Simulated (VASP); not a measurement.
BAs, 2 atoms in the cell. The structure is cubic, space group F-43m (No. 216). Conventional cell: a = 4.777 Å, b = 4.777 Å, c = 4.777 Å, α = 90.00°, β = 90.00°, γ = 90.00°. Within 2.7 Å of B (site symmetry -43m) lie 4 As at 2.07 Å. As (site symmetry -43m) has 4 B at 2.07 Å within 2.7 Å. 

```yaml
Program: VASP 6.6.1
Task: single point
Functional: PBE
Dispersion: D3(BJ)
Potentials_or_basis: VASP PAW PBE potentials, release 64 (B, As)
Cutoff: 500 eV
k_mesh: 8 × 8 × 8
Occupations: gaussian, width 0.05 eV
Spin: no spin polarisation
Dipole_correction: no
Further_INCAR_settings: ALGO = Normal; EDIFF = 1e-06; NBANDS = 11
```

Potentials or basis: VASP PAW PBE potentials, release 64 (B, As).

Command:

```sh
$ cat potpaw_PBE.64/B/POTCAR potpaw_PBE.64/As/POTCAR > POTCAR
$ mpirun -np 1 vasp_std > vasp.out
```

Hardware: 1 thread of Intel Xeon 8259CL, on a shared host.

How long does it take, and how much memory?

It took 18 s on 1 thread of Intel Xeon 8259CL, on a shared host, peak memory 0.17 GiB. Counts: scf iterations 12, k points 29.
